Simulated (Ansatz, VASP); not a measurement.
**GaAs in VASP and in Ansatz**

```
Ga As
1.0
     0.00000    2.83807    2.83807
     2.83807    0.00000    2.83807
     2.83807    2.83807    0.00000
Ga As
1 1
Direct
  0.00000 0.00000 0.00000
  0.75000 0.75000 0.75000
```

Alike in both runs: functional PBE; dispersion D3(BJ); k mesh 10 × 10 × 10; occupations gaussian, width 0.01 eV; no spin polarisation.

Ansatz relaxed the structure, and its values are those at the end. VASP's run is a single point on that final structure, the one shown.

|  | VASP | Ansatz |
| --- | --- | --- |
| version | VASP 6.6.1 | Ansatz 0.2.0 |
| potentials or method | VASP PAW PBE potentials, release 64 (Ga_d, As), cutoff 520 eV | scalar-relativistic, plane waves, PAW |
| valence electrons in the cell | 18 | 28 |

Ansatz gave:

* gap on the k mesh at the Fermi level (eV): 0.43
* least direct gap on the mesh (eV): 0.43
* pressure (GPa): 0.0

Problem. Which values does VASP return?

Solution. gap on the k mesh at the Fermi level (eV): 0.43; least direct gap on the mesh (eV): 0.43; pressure (GPa): 0.2.

VASP's potentials hold 18 valence electrons a cell and Ansatz's 28, so a difference there can come from the potentials and not from the codes.
